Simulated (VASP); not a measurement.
BaHfO3: single point with HSE06

The system is BaHfO3.

```
CELL_PARAMETERS angstrom
4.17705 0.00000 0.00000
0.00000 4.17705 0.00000
0.00000 0.00000 4.17705
ATOMIC_POSITIONS crystal
Ba 0.50000 0.50000 0.99800
Hf 0.00000 0.00000 0.49799
O 0.00000 0.50000 0.49801
O 0.50000 0.00000 0.49801
O 0.00000 0.00000 0.99800
```

```
Program                            : VASP 6.6.1
Task                               : single point
Functional                         : HSE06
Potentials or basis                : VASP PAW PBE potentials, release 64 (Ba_sv, Hf_pv, O)
Cutoff                             : 520 eV
k mesh                             : 4 × 4 × 4
Occupations                        : methfessel-paxton, width 0.05 eV
Spin                               : no spin polarisation
Dipole correction                  : no
Grid for exact exchange (PRECFOCK) : Fast
Further INCAR settings             : ALGO = Normal; EDIFF = 1e-06; NBANDS = 27
Share of exact exchange            : 0.25
Screening parameter                : 0.2079 1/Å
```

```
Pressure               : -1.5 GPa
Band gap on the k mesh : 5.05 eV (least direct gap 5.30 eV)
```

Levels at points of the mesh, in eV from the valence-band top:
| k point | band 15 | band 16 | band 17 | band 18 | band 19 | band 20 | band 21 | band 22 | band 23 | band 24 |
| --- | --- | --- | --- | --- | --- | --- | --- | --- | --- | --- |
| (0.00, 0.00, 0.00) | -1.06 | -1.06 | -0.26 | -0.26 | -0.26 | 5.05 | 5.05 | 5.05 | 6.19 | 6.19 |
| (0.50, 0.00, 0.00) | -1.81 | -1.81 | -1.75 | -0.61 | -0.61 | 5.64 | 8.02 | 8.02 | 8.09 | 8.39 |
| (0.00, 0.00, 0.50) | -1.81 | -1.81 | -1.75 | -0.61 | -0.61 | 5.64 | 8.02 | 8.02 | 8.09 | 8.39 |
| (0.50, 0.50, 0.00) | -2.53 | -1.19 | -0.99 | -0.99 | -0.08 | 7.90 | 7.90 | 8.23 | 8.57 | 9.93 |
| (0.00, 0.50, 0.50) | -2.53 | -1.19 | -0.99 | -0.99 | -0.08 | 7.90 | 7.90 | 8.23 | 8.57 | 9.93 |
| (0.50, 0.50, 0.50) | -2.66 | -2.66 | 0.00 | 0.00 | 0.00 | 7.60 | 7.60 | 7.60 | 9.65 | 9.65 |

Wall time 12 min on 4 MPI ranks on Intel(R) Xeon(R) Platinum 8375C CPU @ 2.90GHz (Ice Lake), with other jobs on the host, peak memory 0.31 GiB a rank.

Caveat: the PAW data sets were made with another functional, which shifts forces and pressure a little; spin-orbit coupling is left out, which moves the levels of the heavy elements. A k mesh can miss the band edges.
